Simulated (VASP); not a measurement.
# Li (P6_3/mmc) in VASP: further runs, part 2 of 2

VASP 6.6.1. The steps go on from the part before.

**4. Single point, RPBE (volume scaled by 1.12)**

File INCAR:

```
PREC = Accurate
ENCUT = 520
EDIFF = 1E-6
ISMEAR = -1
SIGMA = 0.1
LREAL = F
LASPH = T
NELM = 60
ALGO = Normal
ISIF = 2
LWAVE = F
LCHARG = F
GGA = RP
NBANDS = 10
```

File KPOINTS:

```
regular mesh
0
Gamma
  13 13 7
```

File POSCAR:

```
Li
1.0
    3.2203789938      0.0000000000      0.0000000000
   -1.6101894969      2.7889300184      0.0000000000
    0.0000000000      0.0000000000      5.2536935740
Li
2
Direct
    0.3333333333      0.6666666667      0.2500000000
    0.6666666667      0.3333333333      0.7500000000
```

Potentials or basis: VASP PAW PBE potentials, release 64 (Li_sv).

On the command line:

```
$ cat potpaw_PBE.64/Li_sv/POTCAR > POTCAR
$ mpirun -np 1 vasp_std > vasp.out
```

OUTCAR:

```text
PREC = Accurate
   ENCUT = 520
   EDIFF = 1E-6
   ISMEAR = -1
   LREAL = F
   LASPH = T
   NELM = 60
   ISIF = 2
   GGA = RP

 ion  position               nearest neighbor table
   1  0.333  0.667  0.250-
   2  0.667  0.333  0.750-

  LATTYP: Found a hexagonal cell.
 ALAT       =     3.2203789938
 C/A-ratio  =     1.6313898408

  Lattice vectors:

 A1 = (   3.2203789938,   0.0000000000,   0.0000000000)
 A2 = (  -1.6101894969,   2.7889300184,   0.0000000000)
 A3 = (   0.0000000000,   0.0000000000,   5.2536935740)

Analysis of symmetry for initial positions (statically):
=====================================================================
 Subroutine PRICEL returns:
 Original cell was already a primitive cell.

 Routine SETGRP: Setting up the symmetry group for a
 hexagonal supercell.

 Subroutine GETGRP returns: Found 24 space group operations
 (whereof 12 operations were pure point group operations)
[... 162 lines left out ...]
  free energy    TOTEN  =        -3.61975701 eV

  energy without entropy =       -3.58459934  energy(sigma->0) =       -3.60217817

 E-fermi :   0.2754     XC(G=0):  -6.6567

 val. band max:        0.2588444899   @ k =   0.1538  -0.0000   0.1429
 cond. band min:       0.2787289722   @ k =   0.3077   0.2308   0.1429
 fundamental gap:      0.0198844823
 Fermi energy:         0.2754183977

 k-point     1 :       0.0000    0.0000    0.0000
  band No.  band energies     occupation
      1     -46.7052      2.00000
      2     -46.6958      2.00000
      3      -3.0827      2.00000
      4       0.3318      0.72514
      5       2.7600      0.00000
      6      11.6038      0.00000
      7      11.6039      0.00000
      8      12.8788      0.00000
      9      12.8790      0.00000
     10      13.4727      0.00000
[... 287 lines left out ...]
 k-point    24 :       0.1538   -0.0000    0.1429
  band No.  band energies     occupation
      1     -46.7030      2.00000
      2     -46.6954      2.00000
      3      -2.6401      2.00000
      4       0.2588      1.08268
      5       3.6401      0.00000
      6       8.9757      0.00000
      7      10.1656      0.00000
      8      12.0812      0.00000
      9      12.2627      0.00000
     10      12.9668      0.00000

 [... further k-points ...]
[... 5 lines left out ...]
  --------------------------------------------------------------------------------------
  -------------------------------------------------------------------------------------
  Total       -0.3969899     -0.3969899     -0.3537493      0.0000000      0.0000000      0.0000000
  in kB      -13.4797163    -13.4797163    -12.0114890      0.0000000      0.0000000      0.0000000
  external PRESSURE =     -12.9903072 kB  Pullay stress =       0.0000000 kB

 VOLUME and BASIS-vectors are now :
 -----------------------------------------------------------------------------
  energy-cutoff  :      520.00
  volume of cell :       47.19
      direct lattice vectors                 reciprocal lattice vectors
     3.220378994  0.000000000  0.000000000     0.310522458  0.179280225  0.000000000
    -1.610189497  2.788930018  0.000000000     0.000000000  0.358560449  0.000000000
     0.000000000  0.000000000  5.253693574     0.000000000  0.000000000  0.190342277

 POSITION                                       TOTAL-FORCE (eV/Angst)
 -----------------------------------------------------------------------------------
     -0.00000      1.85929      1.31342        -0.000000      0.000000      0.000000
      1.61019      0.92964      3.94027         0.000000     -0.000000      0.000000
 -----------------------------------------------------------------------------------
    total drift:                               -0.000000      0.000000      0.000000

  FREE ENERGIE OF THE ION-ELECTRON SYSTEM (eV)
  ---------------------------------------------------
  free  energy   TOTEN  =        -3.6197570050 eV

  energy  without entropy=       -3.5845993378  energy(sigma->0) =       -3.60217817
```

OSZICAR:

```text
N       E                     dE             d eps       ncg     rms          rms(c)
DAV:   1     0.172914933206E+02    0.17291E+02   -0.32094E+03  1680   0.553E+02
DAV:   2    -0.830490946872E+00   -0.18122E+02   -0.17751E+02  2176   0.108E+02
DAV:   3    -0.356536979884E+01   -0.27349E+01   -0.27161E+01  2750   0.314E+01
DAV:   4    -0.362290588179E+01   -0.57536E-01   -0.57395E-01  2230   0.489E+00
DAV:   5    -0.362367009061E+01   -0.76421E-03   -0.76410E-03  2248   0.491E-01    0.366E-01
DAV:   6    -0.362116005801E+01    0.25100E-02   -0.43673E-04  2284   0.174E-01    0.217E-01
DAV:   7    -0.361976047208E+01    0.13996E-02   -0.88532E-04  2492   0.206E-01    0.318E-02
DAV:   8    -0.361977160582E+01   -0.11134E-04   -0.15505E-05  1978   0.332E-02    0.871E-03
DAV:   9    -0.361976137574E+01    0.10230E-04   -0.20895E-06  2758   0.968E-03    0.722E-04
DAV:  10    -0.361975824231E+01    0.31334E-05   -0.21670E-08  1106   0.144E-03    0.717E-04
DAV:  11    -0.361975719786E+01    0.10444E-05   -0.52686E-09   968   0.859E-04    0.586E-05
DAV:  12    -0.361975700500E+01    0.19286E-06   -0.76244E-10   932   0.280E-04
   1 F= -.36197570E+01 E0= -.36021782E+01  d E =-.351577E-01
```

Wall time 19 s (1 thread of Intel Xeon 6975P-C, shared host); peak memory 0.16 GiB.

What came out:

```
Free energy            : -3.6198 eV
Band gap on the k mesh : zero (band 3 reaches 1.79 eV, above the bottom of band 4 at -1.71 eV)
```

Caveat: the cell differs from its parent crystal (volume scaled by 1.12); the cutoff is under 1.25 times the usual one of these potentials, so pressure, stress and relaxed cells hold a basis-set (Pulay) error; the PAW data sets were made with another functional, which shifts forces and pressure a little.

**5. Single point, RPBE**

This run uses another cell than the first one, of 21.06 Å³/atom, 0.962 times its volume.

File INCAR:

```
SYSTEM = Li
  PREC = Accurate
  ENCUT = 520
  EDIFF = 1E-7
  ISMEAR = -1
  SIGMA = 0.1
  LREAL = .FALSE.
  LASPH = .TRUE.
  NELM = 80
  ALGO = Normal
  ISIF = 2
  LWAVE = .FALSE.
  LCHARG = .FALSE.
  GGA = RP
  NBANDS = 10
```

File KPOINTS:

```
regular mesh
0
G
  19 19 10
  0 0 0
```

File POSCAR:

```
Li
1.0
    3.1009943686      0.0000000000      0.0000000000
   -1.5504971843      2.6855399002      0.0000000000
    0.0000000000      0.0000000000      5.0589307093
Li
2
Direct
    0.3333333333      0.6666666667      0.2500000000
    0.6666666667      0.3333333333      0.7500000000
```

Potentials or basis: VASP PAW PBE potentials, release 64 (Li_sv).

On the command line:

```
$ cat potpaw_PBE.64/Li_sv/POTCAR > POTCAR
$ mpirun -np 1 vasp_std > vasp.out
```

OUTCAR:

```text
SYSTEM = Li
   PREC = Accurate
   ENCUT = 520
   EDIFF = 1E-7
   ISMEAR = -1
   LREAL = .FALSE.
   LASPH = .TRUE.
   NELM = 80
   ISIF = 2
   GGA = RP

 ion  position               nearest neighbor table
   1  0.333  0.667  0.250-
   2  0.667  0.333  0.750-

  LATTYP: Found a hexagonal cell.
 ALAT       =     3.1009943686
 C/A-ratio  =     1.6313898408

  Lattice vectors:

 A1 = (   3.1009943686,   0.0000000000,   0.0000000000)
 A2 = (  -1.5504971843,   2.6855399002,   0.0000000000)
 A3 = (   0.0000000000,   0.0000000000,   5.0589307093)

Analysis of symmetry for initial positions (statically):
=====================================================================
 Subroutine PRICEL returns:
 Original cell was already a primitive cell.

 Routine SETGRP: Setting up the symmetry group for a
 hexagonal supercell.

 Subroutine GETGRP returns: Found 24 space group operations
 (whereof 12 operations were pure point group operations)
 out of a pool of 24 trial point group operations.

The static configuration has the point symmetry D_3d.
 The point group associated with its full space group is D_6h.

Analysis of symmetry for dynamics (positions and initial velocities):
=====================================================================
 Subroutine PRICEL returns:
 Original cell was already a primitive cell.

 Routine SETGRP: Setting up the symmetry group for a
 hexagonal supercell.

 Subroutine GETGRP returns: Found 24 space group operations
 (whereof 12 operations were pure point group operations)
 out of a pool of 24 trial point group operations.

The dynamic configuration has the point symmetry D_3d.
 The point group associated with its full space group is D_6h.

 Subroutine INISYM returns: Found 24 space group operations
 (whereof 12 operations are pure point group operations),
 and found     1 'primitive' translations

[... 116 lines left out ...]
  Fermi-wavevector in a.u.,A,eV,Ry     =   0.854925  1.615574  9.944460  0.730897
  Thomas-Fermi vector in A             =   1.971596
   LORBIT       =      0    0 simple, 1 ext, 2 COOP (PROOUT), +10 PAW based schemes
   GGA     = RP    functional components
   LHFCALC =     F    Hartree Fock is set to
   AEXX    =    0.0000 exact exchange contribution
   IVDW    =     0    specifies the selected vdW correction
   LEPSILON=     F    determine dielectric tensor
   LRPA    =     F    only Hartree local field effects (RPA)
 non-spin polarized calculation
  energy-cutoff  :      520.00
  volume of cell :       42.13
 maximum number of plane-waves:      1170
 NGX is ok and might be reduce to    24
   NGX = 11   NGY = 11   NGZ = 19

 number of electron       5.9999992 magnetization

 Free energy of the ion-electron system (eV)
  ---------------------------------------------------
  ext. energy  EPLUGINS =         0.00000000
  ---------------------------------------------------
  free energy    TOTEN  =        -3.64200664 eV

  energy without entropy =       -3.61012691  energy(sigma->0) =       -3.62606678

 E-fermi :   0.5718     XC(G=0):  -6.9175

 val. band max:        0.5713925924   @ k =   0.3684   0.0526   0.5000
 cond. band min:       0.5746967098   @ k =   0.4211   0.1053   0.1000
 fundamental gap:      0.0033041173
 Fermi energy:         0.5717541550

 k-point     1 :       0.0000    0.0000    0.0000
  band No.  band energies     occupation
      1     -46.2074      2.00000
      2     -46.1924      2.00000
      3      -2.9395      2.00000
      4       0.5876      0.92108
      5       3.3954      0.00000
      6      12.8514      0.00000
      7      12.8516      0.00000
      8      14.2152      0.00000
      9      14.2153      0.00000
     10      14.9001      0.00000
[... 287 lines left out ...]
 k-point    24 :       0.3158    0.1053    0.0000
  band No.  band energies     occupation
      1     -46.1949      2.00000
      2     -46.1879      2.00000
      3      -0.6807      1.99999
      4       3.2115      0.00000
      5       3.5113      0.00000
      6       6.0401      0.00000
      7       7.8437      0.00000
      8       8.9299      0.00000
      9      10.6488      0.00000
     10      12.7724      0.00000

 [... further k-points ...]

------------------------ aborting loop because EDIFF is reached ----------------------------------------

  FORCE on cell =-STRESS in cart. coord.  units (eV):
  Direction    XX          YY          ZZ          XY          YZ          ZX
  --------------------------------------------------------------------------------------
  -------------------------------------------------------------------------------------
  Total       -0.0189473     -0.0189473     -0.0135642      0.0000000     -0.0000000      0.0000000
  in kB       -0.7205554     -0.7205554     -0.5158394      0.0000000     -0.0000000      0.0000000
  external PRESSURE =      -0.6523167 kB  Pullay stress =       0.0000000 kB

 VOLUME and BASIS-vectors are now :
 -----------------------------------------------------------------------------
  energy-cutoff  :      520.00
  volume of cell :       42.13
      direct lattice vectors                 reciprocal lattice vectors
     3.100994369  0.000000000  0.000000000     0.322477206  0.186182302  0.000000000
    -1.550497184  2.685539900  0.000000000     0.000000000  0.372364603  0.000000000
     0.000000000  0.000000000  5.058930709     0.000000000  0.000000000  0.197670231

 POSITION                                       TOTAL-FORCE (eV/Angst)
 -----------------------------------------------------------------------------------
     -0.00000      1.79036      1.26473        -0.000000      0.000000     -0.000000
      1.55050      0.89518      3.79420         0.000000      0.000000      0.000000
 -----------------------------------------------------------------------------------
    total drift:                               -0.000000      0.000000      0.000000

  FREE ENERGIE OF THE ION-ELECTRON SYSTEM (eV)
  ---------------------------------------------------
  free  energy   TOTEN  =        -3.6420066410 eV

  energy  without entropy=       -3.6101269134  energy(sigma->0) =       -3.62606678
```

Run time: 53 s. Hardware: 1 thread of Intel Xeon 6975P-C, shared host; peak memory 0.21 GiB.

What came out:

- Free energy: -3.6420 eV
- Band gap on the k mesh: zero (band 3 reaches 2.52 eV, above the bottom of band 4 at -1.84 eV)

Levels at points of the mesh, in eV from the Fermi level:
```tsv
k point	band 1	band 2	band 3	band 4	band 5	band 6	band 7	band 8
(0.00, 0.00, 0.00)	-46.78	-46.76	-3.51	0.02	2.82	12.28	12.28	13.64
(0.00, 0.00, 0.50)	-46.77	-46.77	-2.41	-2.41	7.82	7.82	13.20	13.20
```

Caveat: the cutoff is under 1.25 times the usual one of these potentials, so pressure, stress and relaxed cells hold a basis-set (Pulay) error; the PAW data sets were made with another functional, which shifts forces and pressure a little.

**6. Summary**

```csv
cell,k mesh,gap on the mesh (eV)
"a = 3.142, b = 3.142, c = 5.126 Å, angles 90.0, 90.0, 120.0°, 2 atoms",13 × 13 × 7,none
"a = 3.182, b = 3.182, c = 5.190 Å, angles 90.0, 90.0, 120.0°, 2 atoms",13 × 13 × 7,none
"a = 3.220, b = 3.220, c = 5.254 Å, angles 90.0, 90.0, 120.0°, 2 atoms",13 × 13 × 7,none
"a = 3.101, b = 3.101, c = 5.059 Å, angles 90.0, 90.0, 120.0°, 2 atoms",19 × 19 × 10,none
```

Alike in all rows: task single point; level RPBE; potentials or basis VASP PAW PBE potentials, release 64 (Li_sv); no spin polarisation; cutoff (eV) 520; smearing fermi-dirac 0.1 eV.

Caveats: the cutoff is under 1.25 times the usual one of these potentials, so pressure, stress and relaxed cells hold a basis-set (Pulay) error; the PAW data sets were made with another functional, which shifts forces and pressure a little.

Absolute energies hang on the potentials; compare differences alone.
